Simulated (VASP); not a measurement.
Input of a VASP 6.6.1 run:

File INCAR:

```
AGGAC    = 1.0          
AGGAX    = 1.0          
ALDAC    = 0.0          
ALDAX    = 1.0          
ALGO     = Normal         # electronic algorithm
EDIFF    = 1E-6           # SCF threshold, eV
ENCUT    = 520            # plane-wave cutoff, eV
GGA      = B5             # functional
ISIF     = 2              # what is computed and relaxed
ISMEAR   = -1             # smearing method
LASPH    = T              # aspherical terms in the spheres
LCHARG   = T              # write CHGCAR
LELF     = T              # ELF
LREAL    = F              # projectors in reciprocal space
LVHAR    = T            
LWAVE    = F              # write WAVECAR
NBANDS   = 10             # bands
NELM     = 60             # most SCF steps
PREC     = Accurate       # precision mode
SIGMA    = 0.1            # smearing width, eV
```

File KPOINTS:

```
k-points
0
Gamma
  14 14 14
```

File POSCAR:

```
Os
1.0
    2.6651460261      0.0000000000      0.0000000000
    0.0000000000      2.6651460261      0.0000000000
    0.0000000000      0.0000000000      2.6651460261
Os
1
Direct
    0.0000000000      0.0000000000      0.0000000000
```

Potentials or basis: VASP PAW PBE potentials, release 64 (Os).

Command:

```console
$ cat potpaw_PBE.64/Os/POTCAR > POTCAR
$ mpirun -np 1 vasp_std > vasp.out
```

Question: What does it give for the band gap on the k mesh?

Answer: Zero (bands 4 and 5 overlap by 4.68 eV).

Question: Estimate the pressure.

Answer: -13.6 GPa.

Caveat: the cell stands under tension; the PAW data sets were made with another functional, which shifts forces and pressure a little; spin-orbit coupling is left out, which moves the levels of the heavy elements.
